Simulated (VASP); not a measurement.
## CsI: relaxation of cell and atoms with LDA

CsI:

```
Cs I
1.0
     4.66601    0.00000    0.00000
     0.00000    4.66601    0.00000
     0.00000    0.00000    4.66601
Cs I
1 1
Direct
  0.00000 0.00000 0.00000
  0.50000 0.50000 0.50000
```

```yaml
Program: VASP 6.6.1
Task: relaxation of cell and atoms
Functional: LDA
Potentials_or_basis: VASP PAW LDA potentials, release 64 (Cs_sv, I)
Cutoff: 500 eV
k_mesh: 6 × 6 × 6
Occupations: fermi-dirac, width 0.02 eV
Spin: no spin polarisation
Dipole_correction: no
Further_INCAR_settings: ALGO = Normal; EDIFF = 1e-07; IBRION = 2; EDIFFG = -0.005; NSW = 80; ISIF = 3
```

```json
{"Relaxed volume": "42.85 Å³/atom", "Relaxed cell": "a = 4.409 Å, b = 4.409 Å, c = 4.409 Å, α = 90.00°, β = 90.00°, γ = 90.00°", "Space group after relaxing (to 0.1 Å)": "Pm-3m (No. 221)", "Energy gained by relaxing": "55.0 meV/atom", "Ionic steps": "18", "Pressure after relaxing": "0.0 GPa", "Band gap on the k mesh": "3.78 eV (least direct gap 3.84 eV)"}
```

Step by step:
```csv
step,energy change (eV),largest force (eV/Å),pressure (GPa),volume (Å³)
1,0.0000,0.0000,-1.86,101.59
2,-0.0808,0.0000,-1.14,93.18
3,-0.1094,0.0000,-0.19,86.72
4,-0.1100,0.0000,0.03,85.55
5,-0.1100,0.0000,-0.03,85.85
6,-0.1100,0.0000,-0.03,85.85
7,-0.1100,0.0000,-0.03,85.84
8,-0.1100,0.0000,-0.03,85.84
9,-0.1100,0.0000,-0.03,85.84
10,-0.1100,0.0000,-0.03,85.84
11,-0.1100,0.0000,-0.03,85.84
12,-0.1100,0.0000,-0.03,85.84
13,-0.1100,0.0000,-0.03,85.84
14,-0.1100,0.0000,-0.03,85.84
15,-0.1100,0.0000,-0.03,85.83
16,-0.1100,0.0000,-0.03,85.81
17,-0.1100,0.0000,-0.02,85.77
18,-0.1100,0.0000,0.00,85.70
```

Final structure:
```
CELL_PARAMETERS angstrom
4.40878 0.00000 0.00000
0.00000 4.40878 0.00000
0.00000 0.00000 4.40878
ATOMIC_POSITIONS crystal
Cs 0.00000 0.00000 0.00000
I 0.50000 0.50000 0.50000
```

Levels at points of the mesh, in eV from the valence-band top:
```csv
k point,band 5,band 6,band 7,band 8,band 9,band 10,band 11,band 12
"(0.00, 0.00, 0.00)",-6.92,-0.06,-0.06,-0.06,3.78,3.78,3.93,7.90
"(0.50, 0.00, 0.00)",-6.82,-1.90,-0.32,-0.32,4.90,6.59,6.73,7.00
"(0.50, 0.50, 0.00)",-6.76,-0.94,-0.94,0.00,3.97,4.77,5.98,5.98
"(0.50, 0.50, 0.50)",-7.27,-1.64,-1.64,-1.64,7.34,7.34,7.34,8.25
```

Wall time 63 s on 1 thread of Intel(R) Xeon(R) Platinum 8488C (Sapphire Rapids) (shared host), peak memory 0.19 GiB.

Caveat: the volume moved by over 15 % at a fixed basis, so the end points are rough; spin-orbit coupling is left out, which moves the levels of the heavy elements. LDA usually gives volumes a few per cent too small.
